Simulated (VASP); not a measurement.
# Si62As (a cell with a defect) in VASP: notebook

Si62As (a cell with a defect) is run at these levels: LDA; tasks: single point.

Everything below comes from runs of VASP 6.6.1. Logs are shortened: lines on timing, memory, paths and dates and some standing lists are left out, and cuts for length are marked.

### Step 1. The cell of the first run

The cell holds a defect, 63 atoms: a = 10.860 Å, b = 10.860 Å, c = 10.860 Å, α = 90.00°, β = 90.00°, γ = 90.00°.

### Step 2. Single point, LDA

Contents of INCAR:

```
SYSTEM = Si62As
PREC = Accurate
ENCUT = 520
EDIFF = 1E-6
ISMEAR = -1
SIGMA = 0.05
LREAL = Auto
LASPH = .TRUE.
NELM = 100
ALGO = Normal
ISIF = 2
LWAVE = .FALSE.
LCHARG = .FALSE.
GGA = CA
NBANDS = 164
NELECT = 252.0
```

Contents of KPOINTS:

```
regular mesh
0
G
  1 1 1
  0 0 0
```

Contents of POSCAR:

```
Si62As
1.0
   10.8600000000      0.0000000000      0.0000000000
    0.0000000000     10.8600000000      0.0000000000
    0.0000000000      0.0000000000     10.8600000000
Si As
62 1
Direct
    0.5005579190     -0.0008789134      0.0025219153
    0.6271208103      0.1190606814      0.1309525783
    0.7489911602      0.2488789134      0.0011510129
    0.8764523020      0.3753097606      0.1244186004
    0.7523952118     -0.0081204420      0.2581286372
    0.8745453959      0.1249739411      0.3751615101
    0.0001210866      0.0013365562     -0.0003260589
    0.1267858195      0.1239347145      0.1260741252
    0.2494852670      0.2501787293     -0.0001417127
    0.3757342541      0.3728667587      0.1260704420
    0.4983229282      0.4995364641     -0.0003429098
    0.6247927256      0.6250767956      0.1250417127
    0.7497406998      0.7499155617     -0.0003341621
    0.8745743094      0.8748552486      0.1250584715
    0.2521818600     -0.0008925414      0.2509017495
    0.3806989871      0.1189750460      0.3774353591
    0.5005776243      0.2474986188      0.2509085635
    0.6244206262      0.3745814917      0.3747826888
    0.7481301105      0.5005622468      0.2495937385
    0.8703248619      0.6293350829      0.3705241252
    0.5078858195     -0.0082424494      0.5027330571
    0.6247947514      0.1249629834      0.6249234807
    0.7497389503      0.2503774401      0.5001208103
    0.8732786372      0.3779526703      0.6236147330
    0.7481280847      0.0004091160      0.7494437385
    0.8764321363      0.1256071823      0.8746942910
   -0.0018697053      0.5015472376     -0.0028274401
    0.1243732044      0.6232639963      0.1243870166
    0.2509186924      0.7507375691      0.0012424494
    0.3807432781      0.8725704420      0.1310807551
    0.0001364641      0.2503347145      0.2486966851
    0.1244635359      0.3752388582      0.3753658379
    0.2493302026      0.4995504604      0.2486429098
    0.3746653775      0.6250876611      0.3751542357
    0.5079244015      0.7472652855      0.2582911602
   -0.0009165746      0.0004085635      0.4984738490
    0.1243652855      0.1256155617      0.6267457643
    0.2509007366      0.2488031308      0.4992996317
    0.3740694291      0.3752961326      0.6267917127
    0.4992290976      0.5005765193      0.4984815838
    0.6201952118      0.6294616943      0.6205474217
    0.8703679558      0.8794759669      0.6207206262
    0.2493376611      0.0013718232      0.7504593923
    0.3757144567      0.1239610497      0.8771519337
    0.4983437385      0.2503478821      0.7504881215
    0.6250627072      0.3753110497      0.8747145488
    0.7466685083      0.5049848066      0.7450302026
    0.8732574586      0.6264175875      0.8720676796
   -0.0008849908      0.7515378453      0.2496129834
    0.1251077348      0.8752521179      0.3747797422
   -0.0052169429      0.5048848987      0.4969895948
    0.1217104052      0.6263899632      0.6236218232
    0.2492916206      0.7499158379      0.5001250460
    0.3746975138      0.8748604972      0.6249444751
   -0.0018499079      0.2528414365      0.7484802947
    0.1247029466      0.3749694291      0.8750625230
    0.2468248619      0.5015256906      0.7484833333
    0.3740497238      0.6232390424      0.8747153775
    0.4992549724      0.7515304788      0.7494592081
    0.6244230203      0.8752483425      0.8754564457
   -0.0051755985      0.7530196133      0.7451725599
    0.1244844383      0.8746671271      0.8748049724
    0.6733074586      0.8262536832      0.4237915285
```

Potentials or basis: VASP PAW LDA potentials, release 64 (Si, As).

Launch:

```
$ cat potpaw_LDA.64/Si/POTCAR potpaw_LDA.64/As/POTCAR > POTCAR
$ mpirun -np 1 vasp_gam > vasp.out
```

OUTCAR:

```text
SYSTEM = Si62As
   PREC = Accurate
   ENCUT = 520
   EDIFF = 1E-6
   ISMEAR = -1
   LREAL = Auto
   LASPH = .TRUE.
   NELM = 100
   ISIF = 2
   GGA = CA
   NELECT = 252.0

 ion  position               nearest neighbor table
   1  0.501  0.999  0.003-  60 2.35  44 2.35  30 2.35   2 2.35
   2  0.627  0.119  0.131-   1 2.35  17 2.35   5 2.38   3 2.39
   3  0.749  0.249  0.001-  46 2.36   4 2.37  26 2.37   2 2.39
   4  0.876  0.375  0.124-  31 2.34  27 2.35   3 2.37  19 2.37
   5  0.752  0.992  0.258-  14 2.34   6 2.34   2 2.38  63 2.69
   6  0.875  0.125  0.375-  36 2.34   5 2.34  23 2.35  31 2.37
[... 54 lines left out ...]
  61  0.995  0.753  0.745-  48 2.35  52 2.35  42 2.35  62 2.39
  62  0.124  0.875  0.875-   7 2.36  43 2.36  29 2.36  61 2.39
  63  0.673  0.826  0.424-  35 2.68  21 2.68   5 2.69

  LATTYP: Found a simple cubic cell.
 ALAT       =    10.8600000000

  Lattice vectors:

 A1 = (  10.8600000000,   0.0000000000,   0.0000000000)
 A2 = (   0.0000000000,  10.8600000000,   0.0000000000)
 A3 = (   0.0000000000,   0.0000000000,  10.8600000000)

Analysis of symmetry for initial positions (statically):
=====================================================================
 Subroutine PRICEL returns:
 Original cell was already a primitive cell.

 Routine SETGRP: Setting up the symmetry group for a
 simple cubic supercell.

 Subroutine GETGRP returns: Found  1 space group operations
 (whereof  1 operations were pure point group operations)
 out of a pool of 48 trial point group operations.

The static configuration has the point symmetry C_1 .

Analysis of symmetry for dynamics (positions and initial velocities):
=====================================================================
 Subroutine PRICEL returns:
 Original cell was already a primitive cell.

 Routine SETGRP: Setting up the symmetry group for a
 simple cubic supercell.

 Subroutine GETGRP returns: Found  1 space group operations
 (whereof  1 operations were pure point group operations)
 out of a pool of 48 trial point group operations.

The dynamic configuration has the point symmetry C_1 .

 Subroutine INISYM returns: Found  1 space group operations
 (whereof  1 operations are pure point group operations),
 and found     1 'primitive' translations

----------------------------------------------------------------------------------------

                                     Primitive cell

  volume of cell :    1280.8241

  direct lattice vectors                    reciprocal lattice vectors
[... 191 lines left out ...]
   ISIF   =      2    stress and relaxation
   ISYM   =      2    0-nonsym 1-usesym 2-fastsym
   POTIM  = 0.5000    time-step for ionic-motion
   TEBEG  =    0.0;   TEEND  =   0.0 temperature during run
   PSTRESS=    0.0 pullay stress
   NELECT =     252.0000    total number of electrons
   NUPDOWN=      -1.0000    fix difference up-down
   EMIN   =  10.00;   EMAX   =-10.00  energy-range for DOS
   EFERMI =   0.00;   METHOD = LEGACY
   ISMEAR =    -1;   SIGMA  =   0.05  broadening in eV -4-tet -1-fermi 0-gaus
   EFERMI_NEDOS =   21; number of points for ismear=-14 and -15
   IALGO  =     38    algorithm
   IMIX   =      4    mixing-type and parameters
     AMIX     =   0.40;   BMIX     =  1.00
     AMIX_MAG =   1.60;   BMIX_MAG =  1.00
  volume/ion in A,a.u.               =      20.33       137.20
  Fermi-wavevector in a.u.,A,eV,Ry     =   0.952164  1.799329 12.335269  0.906617
  Thomas-Fermi vector in A             =   2.080702
   LORBIT       =      0    0 simple, 1 ext, 2 COOP (PROOUT), +10 PAW based schemes
   GGA     = CA    functional components
   LHFCALC =     F    Hartree Fock is set to
   AEXX    =    0.0000 exact exchange contribution
   IVDW    =     0    specifies the selected vdW correction
   LEPSILON=     F    determine dielectric tensor
   LRPA    =     F    only Hartree local field effects (RPA)
 non-spin polarized calculation
  energy-cutoff  :      520.00
  volume of cell :     1280.82
 maximum number of plane-waves:     17229
 NGX is ok and might be reduce to    84
   NGX = 41   NGY = 41   NGZ = 41

 number of electron     251.9999985 magnetization

 Free energy of the ion-electron system (eV)
  ---------------------------------------------------
  ext. energy  EPLUGINS =         0.00000000
  ---------------------------------------------------
  free energy    TOTEN  =      -371.13774893 eV

  energy without entropy =     -371.10654996  energy(sigma->0) =     -371.12214944

 E-fermi :   5.9371     XC(G=0):  -9.5433

 val. band max:        5.7633476059   @ k =   0.0000   0.0000   0.0000
 cond. band min:       6.1612275625   @ k =   0.0000   0.0000   0.0000
 fundamental gap:      0.3978799565
 Fermi energy:         5.9370739685

 k-point     1 :       0.0000    0.0000    0.0000
  band No.  band energies     occupation
      1      -6.3021      2.00000
      2      -5.5377      2.00000
      3      -5.2131      2.00000
      4      -5.2131      2.00000
      5      -5.1855      2.00000
      6      -5.1855      2.00000
[... 130 lines left out ...]
    137       6.7615      0.00000
    138       6.7842      0.00000
 [bands above 138 left out]

------------------------ aborting loop because EDIFF is reached ----------------------------------------

  FORCE on cell =-STRESS in cart. coord.  units (eV):
  Direction    XX          YY          ZZ          XY          YZ          ZX
  --------------------------------------------------------------------------------------
  -------------------------------------------------------------------------------------
  Total      -23.0791104    -23.1001471    -23.0995695     -0.1257638     -0.1051077      0.1287235
  in kB      -28.8695604    -28.8958752    -28.8951526     -0.1573174     -0.1314788      0.1610196
  external PRESSURE =     -28.8868627 kB  Pullay stress =       0.0000000 kB

 VOLUME and BASIS-vectors are now :
 -----------------------------------------------------------------------------
  energy-cutoff  :      520.00
  volume of cell :     1280.82
      direct lattice vectors                 reciprocal lattice vectors
    10.860000000  0.000000000  0.000000000     0.092081031  0.000000000  0.000000000
     0.000000000 10.860000000  0.000000000     0.000000000  0.092081031  0.000000000
     0.000000000  0.000000000 10.860000000     0.000000000  0.000000000  0.092081031

 POSITION                                       TOTAL-FORCE (eV/Angst)
 -----------------------------------------------------------------------------------
      5.43606     10.85046      0.02739         0.000090     -0.000119      0.008352
      6.81053      1.29300      1.42215        -0.048501      0.009575     -0.009649
      8.13404      2.70282      0.01250         0.016293     -0.026910      0.026242
      9.51827      4.07586      1.35119         0.017151     -0.001841     -0.002283
      8.17101     10.77181      2.80328        -0.037527     -0.063608      0.064229
      9.49756      1.35722      4.07425         0.031251      0.008712     -0.007806
[... 55 lines left out ...]
      1.35190      9.49889      9.50038         0.018651      0.033187      0.018894
      7.31212      8.97311      4.60238        -0.484920      0.486812     -0.487384
 -----------------------------------------------------------------------------------
    total drift:                                0.026827      0.005036     -0.006251

  FREE ENERGIE OF THE ION-ELECTRON SYSTEM (eV)
  ---------------------------------------------------
  free  energy   TOTEN  =      -371.1377489302 eV

  energy  without entropy=     -371.1065499594  energy(sigma->0) =     -371.12214944
```

It took 4.8 min on 1 thread of Intel Xeon Platinum 8259CL at 2.50GHz (Skylake/Cascade Lake), shared host; peak memory 0.71 GiB.

Results:

```yaml
Free_energy: -371.1377 eV
Largest_force: 0.842 eV/Å
```

Forces in eV/Å, atoms in the order of the input:
```
Si   0.000  0.000  0.008
Si  -0.049  0.010 -0.010
Si   0.016 -0.027  0.026
Si   0.017 -0.002 -0.002
Si  -0.038 -0.064  0.064
Si   0.031  0.009 -0.008
Si  -0.004 -0.022  0.002
Si   0.006  0.008 -0.008
Si   0.018 -0.020  0.020
Si  -0.008 -0.007 -0.007
Si   0.025  0.004  0.003
Si  -0.005 -0.027 -0.008
Si  -0.008  0.005 -0.018
Si   0.031  0.008 -0.009
Si   0.008  0.001 -0.001
Si  -0.010  0.010 -0.045
Si   0.000 -0.008  0.000
Si   0.013 -0.022  0.013
Si  -0.020 -0.002 -0.023
Si   0.117 -0.116  0.031
Si   0.060 -0.061 -0.035
Si  -0.005  0.008  0.028
Si  -0.008  0.017 -0.005
Si  -0.005 -0.009 -0.004
Si  -0.020  0.023  0.002
Si   0.017  0.002  0.002
Si   0.007 -0.008  0.007
Si   0.001 -0.017 -0.002
Si   0.027 -0.015  0.026
Si  -0.011  0.046 -0.010
Si  -0.004 -0.002  0.022
Si   0.018 -0.019 -0.033
Si   0.002  0.003  0.023
Si  -0.005 -0.028 -0.008
Si   0.059  0.036  0.061
Si   0.003  0.022 -0.020
Si   0.001  0.003  0.017
Si   0.026 -0.026  0.014
Si  -0.003 -0.001  0.016
Si  -0.022 -0.003 -0.020
Si   0.032 -0.117  0.117
Si   0.117 -0.031  0.116
Si   0.002 -0.024 -0.003
Si  -0.008  0.006  0.006
Si   0.024 -0.003 -0.004
Si  -0.034 -0.021  0.021
Si   0.008 -0.027  0.027
Si  -0.005  0.004  0.009
Si   0.002  0.021 -0.022
Si   0.021 -0.015  0.014
Si   0.028 -0.028  0.007
Si   0.008  0.004 -0.004
Si  -0.016  0.005 -0.005
Si  -0.006  0.008  0.027
Si   0.007 -0.007  0.009
Si  -0.013  0.016 -0.016
Si   0.008 -0.007  0.007
Si  -0.003 -0.016  0.001
Si  -0.022  0.021  0.003
Si   0.012 -0.012  0.022
Si   0.027 -0.007  0.027
Si   0.019  0.033  0.019
As  -0.485  0.487 -0.487
```

Caveat: the k points lie up to 0.58 Å⁻¹ apart; the cell carries a net charge on a neutralising background, which shifts energy and pressure; the cell is charged against a uniform background, so pressure and absolute levels hang on convention.

(Part 1 of 2 ends here.)
